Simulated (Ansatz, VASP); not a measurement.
## Two plane-wave programs on Bi

```
Bi
1.0
     2.26750    1.30914    3.93800
    -2.26750    1.30914    3.93800
     0.00000   -2.61828    3.93800
Bi
2
Direct
  0.76600 0.76600 0.76600
  0.23400 0.23400 0.23400
```

Alike in both runs: task relaxation of cell and atoms; functional PBEsol; dispersion D3(BJ); k mesh 7 × 7 × 7; occupations fermi-dirac, width 0.05 eV; no spin polarisation.

|  | VASP | Ansatz |
| --- | --- | --- |
| version | VASP 6.6.1 | Ansatz 0.2.0 |
| potentials or method | VASP PAW PBE potentials, release 64 (Bi_d) | Ansatz PAW |
| plane-wave cutoff (eV) | 600 | 420 |
| valence electrons in the cell | 30 | 30 |

```csv
,VASP,Ansatz,Ansatz less VASP
"gap on the k mesh at the Fermi level, each at its own relaxed structure (eV)",0.18,0.19,+0.002
relaxed volume (Å³/atom),32.54,32.55,+0.008
relaxed cell length with the largest relative difference (Å),4.552,4.552,-0.0008
```

VASP's potentials were made for PBE, not for PBEsol.

Spin-orbit coupling is off throughout. Noted on Ansatz's run: odd divisions of the mesh miss points on the zone boundary, where band edges often lie, so the gap on the mesh can be too wide; the plane-wave basis is chosen anew once the cell has moved, so the energies of steps on either side of that aren't comparable.
